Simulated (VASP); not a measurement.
A run of VASP 6.6.1 is set up as follows.

The input INCAR:

```
SYSTEM = BAs
ALGO = Normal
EDIFF = 1E-6
ENCUT = 520
ISIF = 2
ISMEAR = -1
LASPH = .TRUE.
LCHARG = .TRUE.
LELF = .TRUE.
LREAL = .FALSE.
LVHAR = .TRUE.
LWAVE = .FALSE.
NBANDS = 11
NELM = 60
PREC = Accurate
SIGMA = 0.05
```

File KPOINTS:

```
k-points
0
G
  13 13 13
  0 0 0
```

The input POSCAR:

```
BAs
1.0
    0.0000000000      2.3397414207      2.3397414207
    2.3397414207      0.0000000000      2.3397414207
    2.3397414207      2.3397414207      0.0000000000
B As
1 1
Direct
    0.0000000000      0.0000000000      0.0000000000
    0.7500000000      0.7500000000      0.7500000000
```

Potentials or basis: VASP PAW LDA potentials, release 64 (B, As).

The run is started by

```console
$ cat potpaw_LDA.64/B/POTCAR potpaw_LDA.64/As/POTCAR > POTCAR
$ mpirun -np 1 vasp_std > vasp.out
```

Task: What does it give for the pressure?

Result: 6.4 GPa.

Task: Predict the band gap on the k mesh.

Result: 1.07 eV, indirect (least direct gap 3.33 eV).

 A k mesh can miss the band edges.
